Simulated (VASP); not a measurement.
Sb:

```
Sb
1.0
     3.16000    0.00000    0.00000
     0.00000    3.16000    0.00000
     0.00000    0.00000    3.16000
Sb
1
Direct
  0.00000 0.00000 0.00000
```

This isn't the form of Sb at room conditions, which is rhombohedral.

* Program: VASP 6.6.1
* Task: relaxation of cell and atoms
* Functional: BLYP
* Dispersion: D3(BJ)
* Potentials or basis: VASP PAW PBE potentials, release 64 (Sb_d_GW)
* Cutoff: 500 eV
* k mesh: 8 × 8 × 8
* Occupations: fermi-dirac, width 0.05 eV
* Spin: no spin polarisation

At the start: pressure -4.0 GPa; volume 31.55 Å³/atom.

Task: Where does the relaxation end?

Result: Over 3 steps the energy falls by 32.3 meV/atom and the volume is 29.18 Å³/atom (-7.5 %); space group Pm-3m (No. 221, to 0.1 Å) before and after.

Step by step:
```
step  energy change (eV)  largest force (eV/Å)  pressure (GPa)  volume (Å³)
   1              0.0000                0.0000           -4.04        31.55
   2             -0.0233                0.0000            2.67        28.05
   3             -0.0323                0.0000            0.03        29.18
```

Final structure:
```xyz
1
Lattice="3.0787 0.0000 0.0000 0.0000 3.0787 0.0000 0.0000 0.0000 3.0787" Properties=species:S:1:pos:R:3 pbc="T T T"
Sb    0.0000    0.0000    0.0000
```

Caveat: the dispersion term is far too large for a dense solid, which distorts pressure and volume; the PAW data sets were made with another functional, which shifts forces and pressure a little.
